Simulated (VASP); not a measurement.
BN, 2 atoms in the cell. The cell holds a slab with vacuum, 2 atoms: a = 2.509 Å, b = 2.509 Å, c = 26.000 Å, α = 90.00°, β = 90.00°, γ = 120.00°.  This cell differs from its parent crystal: atoms taken out.

* Program: VASP 6.6.1
* Task: single point
* Functional: PBE
* Dispersion: D3(BJ)
* Potentials or basis: VASP PAW PBE potentials, release 64 (B, N)
* Cutoff: 520 eV
* k mesh: 12 × 12 × 1
* Occupations: gaussian, width 0.02 eV
* Spin: no spin polarisation
* Dipole correction: yes
* Further INCAR settings: ALGO = Normal; EDIFF = 1e-06; NBANDS = 11

Potentials or basis: VASP PAW PBE potentials, release 64 (B, N).

The run is started by

```bash
$ cat potpaw_PBE.64/B/POTCAR potpaw_PBE.64/N/POTCAR > POTCAR
$ mpirun -np 1 vasp_std > vasp.out
```

Hardware: 1 thread of Intel(R) Xeon(R) Platinum 8488C (Sapphire Rapids), on a shared host.

Q: How long does it take, and how much memory?

A: Wall time 58 s on 1 thread of Intel(R) Xeon(R) Platinum 8488C (Sapphire Rapids), on a shared host, peak memory 0.26 GiB. Counts: scf iterations 21, k points 19.
